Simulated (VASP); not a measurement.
# CsMgBiO3 (P1) in VASP: single point with PBE

Aim: the single point of CsMgBiO3 with PBE.

All numbers are computed with VASP 6.6.1; they aren't measurements. Logs are shortened: lines on timing, memory, paths and dates and some standing lists are left out, and cuts for length are marked.

### Step 1. The cell of the first run

The typed cell holds 6 atoms: a = 5.323 Å, b = 5.323 Å, c = 5.323 Å, α = 74.73°, β = 74.73°, γ = 74.73°.

### Step 2. Single point, PBE

The input, INCAR:

```
  ALGO = Normal
  EDIFF = 1E-6
  ENCUT = 750
  GGA = PE
  GGA_COMPAT = F
  ISIF = 2
  ISMEAR = 0
  LASPH = T
  LCHARG = F
  LREAL = F
  LWAVE = F
  NBANDS = 35
  NELM = 120
  PREC = Accurate
  SIGMA = 0.01
```

The input, KPOINTS:

```
k-points
0
Gamma
  2 2 2
```

The input, POSCAR:

```
CsMgBiO3
1.0
    3.2305168900      1.8651397900      3.7970092100
   -3.2305168900      1.8651397900      3.7970092100
    0.0000000000     -3.7302795900      3.7970092100
Cs Mg Bi O
1 1 1 3
Direct
    0.9152526184      0.9262700503      0.9164635307
    0.3008248680      0.2968118879      0.3057808579
    0.5665291657      0.5631355911      0.5655183845
    0.5084418716      0.9731557397      0.4654240026
    0.4758597745      0.4879884837      0.9853877301
    0.9835775670      0.4656363034      0.5126828721
```

Potentials or basis: VASP PAW PBE potentials, release 64 (Cs_sv, Mg_sv, Bi_d, O).

On the command line:

```sh
> cat potpaw_PBE.64/Cs_sv/POTCAR potpaw_PBE.64/Mg_sv/POTCAR potpaw_PBE.64/Bi_d/POTCAR potpaw_PBE.64/O/POTCAR > POTCAR
> mpirun -np 1 vasp_std > vasp.out
```

OUTCAR:

```text
EDIFF = 1E-6
   ENCUT = 750
   GGA = PE
   ISIF = 2
   ISMEAR = 0
   LASPH = T
   LREAL = F
   NELM = 120
   PREC = Accurate

 ion  position               nearest neighbor table
   1  0.915  0.926  0.916-
   2  0.301  0.297  0.306-   5 1.89   6 1.90   4 1.91   3 3.01
   3  0.567  0.563  0.566-   4 2.06   6 2.10   5 2.11   2 3.01
   4  0.508  0.973  0.465-   2 1.91   3 2.06
   5  0.476  0.488  0.985-   2 1.89   3 2.11
   6  0.984  0.466  0.513-   2 1.90   3 2.10

  LATTYP: Found a trigonal (rhomboedric) cell.
 ALAT       =     5.3228060977
 COS(alpha) =     0.2632964948

  Lattice vectors:

 A1 = (   3.2305168900,   1.8651397900,   3.7970092100)
 A2 = (  -3.2305168900,   1.8651397900,   3.7970092100)
 A3 = (   0.0000000000,  -3.7302795900,   3.7970092100)

Analysis of symmetry for initial positions (statically):
=====================================================================
 Subroutine PRICEL returns:
 Original cell was already a primitive cell.

 Routine SETGRP: Setting up the symmetry group for a
 trigonal (rhombohedral) supercell.

 Subroutine GETGRP returns: Found  1 space group operations
 (whereof  1 operations were pure point group operations)
 out of a pool of 12 trial point group operations.

The static configuration has the point symmetry C_1 .

Analysis of symmetry for dynamics (positions and initial velocities):
=====================================================================
 Subroutine PRICEL returns:
 Original cell was already a primitive cell.

 Routine SETGRP: Setting up the symmetry group for a
 trigonal (rhombohedral) supercell.

 Subroutine GETGRP returns: Found  1 space group operations
 (whereof  1 operations were pure point group operations)
 out of a pool of 12 trial point group operations.

The dynamic configuration has the point symmetry C_1 .

 Subroutine INISYM returns: Found  1 space group operations
 (whereof  1 operations are pure point group operations),
 and found     1 'primitive' translations

----------------------------------------------------------------------------------------

                                     Primitive cell

  volume of cell :     137.2702

  direct lattice vectors                    reciprocal lattice vectors
     3.230516890  1.865139790  3.797009210     0.154773993  0.089358807  0.087788392
    -3.230516890  1.865139790  3.797009210    -0.154773993  0.089358807  0.087788392
     0.000000000 -3.730279590  3.797009210     0.000000000 -0.178717614  0.087788392

  length of vectors
     5.322806098  5.322806098  5.322806098     0.199115010  0.199115010  0.199115010

  position of ions in fractional coordinates (direct lattice)
     0.915252618  0.926270050  0.916463531
     0.300824868  0.296811888  0.305780858
     0.566529166  0.563135591  0.565518385
     0.508441872  0.973155740  0.465424003
     0.475859775  0.487988484  0.985387730
     0.983577567  0.465636303  0.512682872

  ion indices of the primitive-cell ions
   primitive index   ion index
                 1           1
                 2           2
                 3           3
                 4           4
                 5           5
                 6           6

----------------------------------------------------------------------------------------

 KPOINTS: k-points

Automatic generation of k-mesh.
 Grid dimensions read from file:
 generate k-points for:    2    2    2

 Generating k-lattice:

  Cartesian coordinates                     Fractional coordinates (reciprocal lattice)
     0.077386997  0.044679403  0.043894196     0.500000000  0.000000000  0.000000000
    -0.077386997  0.044679403  0.043894196     0.000000000  0.500000000  0.000000000
     0.000000000 -0.089358807  0.043894196     0.000000000  0.000000000  0.500000000

  Length of vectors
     0.099557505  0.099557505  0.099557505

  Shift w.r.t. Gamma in fractional coordinates (k-lattice)
     0.000000000  0.000000000  0.000000000

 Subroutine IBZKPT returns following result:
 ===========================================

 Found      8 irreducible k-points:

 Following reciprocal coordinates:
            Coordinates               Weight
  0.000000  0.000000  0.000000      1.000000
  0.500000  0.000000  0.000000      1.000000
  0.000000  0.500000  0.000000      1.000000
 -0.000000 -0.000000  0.500000      1.000000
  0.500000  0.500000  0.000000      1.000000
  0.500000  0.000000  0.500000      1.000000
  0.000000  0.500000  0.500000      1.000000
  0.500000  0.500000  0.500000      1.000000
   k-points           NKPTS =      8   k-points in BZ     NKDIM =      8   number of bands    NBANDS=     35
   number of dos      NEDOS =    301   number of ions     NIONS =      6
   total plane-waves  NPLWV = 110592
   dimension x,y,z NGX =    48 NGY =   48 NGZ =   48
   dimension x,y,z NGXF=    96 NGYF=   96 NGZF=   96
   ions per type =               1   1   1   3
   NGX,Y,Z   is equivalent  to a cutoff of  14.99, 14.99, 14.99 a.u.
   NGXF,Y,Z  is equivalent  to a cutoff of  29.98, 29.98, 29.98 a.u.
 SYSTEM =  unknown system
   PREC   = accura    normal or accurate (medium, high low for compatibility)
   ISTART =      0    job   : 0-new  1-cont  2-samecut
   ICHARG =      2    charge: 1-file 2-atom 10-const
   ISPIN  =      1    spin polarized calculation?
   LNONCOLLINEAR =      F non collinear calculations
   LSORBIT =      F    spin-orbit coupling
   LASPH  =      T    aspherical Exc in radial PAW
   ENCUT  =  750.0 eV  55.12 Ry    7.42 a.u.  11.89 11.89 11.89*2*pi/ulx,y,z
   NELM   =    120;   NELMIN=  2; NELMDL= -5     # of ELM steps
   EDIFF  = 0.1E-05   stopping-criterion for ELM
   LREAL  =      F    real-space projection
   EDIFFG = 0.1E-04   stopping-criterion for IOM
   NSW    =      0    number of steps for IOM
   IBRION =     -1    ionic relax: 0-MD 1-quasi-New 2-CG
   NFREE  =      0    steps in history (QN), initial steepest desc. (CG)
   ISIF   =      2    stress and relaxation
   ISYM   =      2    0-nonsym 1-usesym 2-fastsym
   POTIM  = 0.5000    time-step for ionic-motion
   TEBEG  =    0.0;   TEEND  =   0.0 temperature during run
   PSTRESS=    0.0 pullay stress
   NELECT =      52.0000    total number of electrons
   NUPDOWN=      -1.0000    fix difference up-down
   EMIN   =  10.00;   EMAX   =-10.00  energy-range for DOS
   EFERMI =   0.00;   METHOD = LEGACY
   ISMEAR =     0;   SIGMA  =   0.01  broadening in eV -4-tet -1-fermi 0-gaus
   EFERMI_NEDOS =   21; number of points for ismear=-14 and -15
   IALGO  =     38    algorithm
   IMIX   =      4    mixing-type and parameters
     AMIX     =   0.40;   BMIX     =  1.00
     AMIX_MAG =   1.60;   BMIX_MAG =  1.00
  volume/ion in A,a.u.               =      22.88       154.39
  Fermi-wavevector in a.u.,A,eV,Ry     =   1.184542  2.238460 19.090879  1.403140
  Thomas-Fermi vector in A             =   2.320754
   LORBIT       =      0    0 simple, 1 ext, 2 COOP (PROOUT), +10 PAW based schemes
   GGA     = PE    functional components
   LHFCALC =     F    Hartree Fock is set to
   AEXX    =    0.0000 exact exchange contribution
   IVDW    =     0    specifies the selected vdW correction
   LEPSILON=     F    determine dielectric tensor
   LRPA    =     F    only Hartree local field effects (RPA)
 non-spin polarized calculation
 Gauss-broadening in eV      SIGMA  =   0.01
  energy-cutoff  :      750.00
  volume of cell :      137.27
 maximum number of plane-waves:      6424
 NGX is ok and might be reduce to    48
   NGX = 23   NGY = 23   NGZ = 23

 number of electron      52.0000005 magnetization

 Free energy of the ion-electron system (eV)
  ---------------------------------------------------
  ext. energy  EPLUGINS =         0.00000000
  ---------------------------------------------------
  free energy    TOTEN  =       -30.34903975 eV

  energy without entropy =      -30.34903975  energy(sigma->0) =      -30.34903975

 E-fermi :   1.8746     XC(G=0):  -8.4444

 val. band max:        1.7588302669   @ k =   0.5000   0.5000   0.5000
 cond. band min:       4.2738451142   @ k =   0.5000   0.5000   0.5000
 fundamental gap:      2.5150148473
 Fermi energy:         1.8745795383

 k-point     1 :       0.0000    0.0000    0.0000
  band No.  band energies     occupation
      1     -71.9582      2.00000
      2     -38.8590      2.00000
      3     -38.6702      2.00000
      4     -38.6619      2.00000
      5     -20.5585      2.00000
      6     -20.5214      2.00000
[... 27 lines left out ...]
     34       9.3130      0.00000
     35       9.5061      0.00000

 k-point     2 :       0.5000    0.0000    0.0000
  band No.  band energies     occupation
      1     -71.9582      2.00000
      2     -38.8591      2.00000
      3     -38.6702      2.00000
      4     -38.6618      2.00000
      5     -20.5567      2.00000
      6     -20.5168      2.00000
[... 27 lines left out ...]
     34       9.3424      0.00000
     35       9.5879      0.00000

 k-point     3 :       0.0000    0.5000    0.0000
  band No.  band energies     occupation
      1     -71.9582      2.00000
      2     -38.8591      2.00000
      3     -38.6701      2.00000
      4     -38.6618      2.00000
      5     -20.5523      2.00000
      6     -20.5213      2.00000
[... 27 lines left out ...]
     34       9.4090      0.00000
     35       9.7029      0.00000

 k-point     4 :      -0.0000   -0.0000    0.5000
  band No.  band energies     occupation
      1     -71.9582      2.00000
      2     -38.8591      2.00000
      3     -38.6701      2.00000
      4     -38.6618      2.00000
      5     -20.5576      2.00000
      6     -20.5166      2.00000
[... 27 lines left out ...]
     34       9.3420      0.00000
     35       9.7073      0.00000

 k-point     5 :       0.5000    0.5000    0.0000
  band No.  band energies     occupation
      1     -71.9582      2.00000
      2     -38.8591      2.00000
      3     -38.6702      2.00000
      4     -38.6619      2.00000
      5     -20.5488      2.00000
      6     -20.5170      2.00000
[... 27 lines left out ...]
     34       9.3517      0.00000
     35       9.3995      0.00000

 k-point     6 :       0.5000    0.0000    0.5000
  band No.  band energies     occupation
      1     -71.9582      2.00000
      2     -38.8591      2.00000
      3     -38.6701      2.00000
      4     -38.6619      2.00000
      5     -20.5561      2.00000
      6     -20.5101      2.00000
[... 27 lines left out ...]
     34       9.3339      0.00000
     35       9.3794      0.00000

 k-point     7 :       0.0000    0.5000    0.5000
  band No.  band energies     occupation
      1     -71.9582      2.00000
      2     -38.8591      2.00000
      3     -38.6702      2.00000
      4     -38.6618      2.00000
      5     -20.5509      2.00000
      6     -20.5155      2.00000
[... 27 lines left out ...]
     34       9.3808      0.00000
     35       9.4821      0.00000

 k-point     8 :       0.5000    0.5000    0.5000
  band No.  band energies     occupation
      1     -71.9582      2.00000
      2     -38.8591      2.00000
      3     -38.6702      2.00000
      4     -38.6619      2.00000
      5     -20.5470      2.00000
      6     -20.5100      2.00000
[... 27 lines left out ...]
     34       9.8630      0.00000
     35       9.9417      0.00000

------------------------ aborting loop because EDIFF is reached ----------------------------------------

  FORCE on cell =-STRESS in cart. coord.  units (eV):
  Direction    XX          YY          ZZ          XY          YZ          ZX
  --------------------------------------------------------------------------------------
  -------------------------------------------------------------------------------------
  Total        0.5107692      0.5342093      1.9339969     -0.2844594      0.3584736     -0.4428802
  in kB        5.9615472      6.2351334     22.5730402     -3.3201265      4.1839974     -5.1691663
  external PRESSURE =      11.5899069 kB  Pullay stress =       0.0000000 kB

 VOLUME and BASIS-vectors are now :
 -----------------------------------------------------------------------------
  energy-cutoff  :      750.00
  volume of cell :      137.27
      direct lattice vectors                 reciprocal lattice vectors
     3.230516890  1.865139790  3.797009210     0.154773993  0.089358807  0.087788392
    -3.230516890  1.865139790  3.797009210    -0.154773993  0.089358807  0.087788392
     0.000000000 -3.730279590  3.797009210     0.000000000 -0.178717614  0.087788392

 POSITION                                       TOTAL-FORCE (eV/Angst)
 -----------------------------------------------------------------------------------
     -0.03559      0.01603     10.47210         0.107688     -0.065495     -0.073264
      0.01296     -0.02597      3.43029         0.009042     -0.056765     -0.040100
      0.01096     -0.00256      6.43663         0.373376     -0.297905      0.253283
     -1.50127      1.02723      7.39286        -0.142056     -0.008079      0.148989
     -0.03918     -1.87806      7.40127        -0.118140      0.501011     -0.129872
      1.67322      0.79054      7.44934        -0.229911     -0.072767     -0.159036
 -----------------------------------------------------------------------------------
    total drift:                               -0.000077     -0.000667      0.000412

  FREE ENERGIE OF THE ION-ELECTRON SYSTEM (eV)
  ---------------------------------------------------
  free  energy   TOTEN  =       -30.3490397516 eV

  energy  without entropy=      -30.3490397516  energy(sigma->0) =      -30.34903975
```

Wall time 52 s (1 thread of AMD EPYC 9R45 (Zen 5), shared host); peak memory 0.33 GiB.

Results:

```yaml
Free_energy: -30.3490 eV
Pressure: 1.2 GPa
Largest_force: 0.541 eV/Å
Band_gap_on_the_k_mesh: 2.52 eV
```

Forces on the atoms (eV/Å):
```
Cs   0.108 -0.065 -0.073
Mg   0.009 -0.057 -0.040
Bi   0.373 -0.298  0.253
O   -0.142 -0.008  0.149
O   -0.118  0.501 -0.130
O   -0.230 -0.073 -0.159
```

Stress tensor (GPa, compression positive):
```
 0.60 -0.33 -0.52
-0.33  0.62  0.42
-0.52  0.42  2.26
```

Levels at points of the mesh, in eV from the valence-band top:
```
           k point  band 22  band 23  band 24  band 25  band 26  band 27  band 28  band 29  band 30  band 31
(0.00, 0.00, 0.00)    -1.68    -1.62    -1.33    -1.28    -0.94     2.96     4.64     4.87     5.14     5.29
(0.50, 0.00, 0.00)    -1.77    -1.69    -1.37    -1.25    -0.90     3.16     4.60     4.95     4.98     6.05
(0.00, 0.50, 0.00)    -1.74    -1.66    -1.47    -1.22    -0.95     3.14     4.60     4.87     5.16     5.83
(0.00, 0.00, 0.50)    -1.80    -1.72    -1.37    -1.26    -0.85     3.16     4.53     4.96     5.16     5.87
(0.50, 0.50, 0.00)    -1.78    -1.58    -1.31    -1.20    -0.40     3.03     3.79     4.22     5.26     6.20
(0.50, 0.00, 0.50)    -1.82    -1.57    -1.38    -1.12    -0.34     3.04     3.69     4.25     5.34     6.18
(0.00, 0.50, 0.50)    -1.78    -1.54    -1.34    -1.18    -0.39     2.98     3.86     4.23     5.30     6.15
(0.50, 0.50, 0.50)    -1.50    -1.27    -1.25    -0.90     0.00     2.51     2.82     3.02     4.41     7.34
```

Caveat: the k points lie up to 0.63 Å⁻¹ apart; spin-orbit coupling is left out, which moves the levels of the heavy elements. A k mesh can miss the band edges.
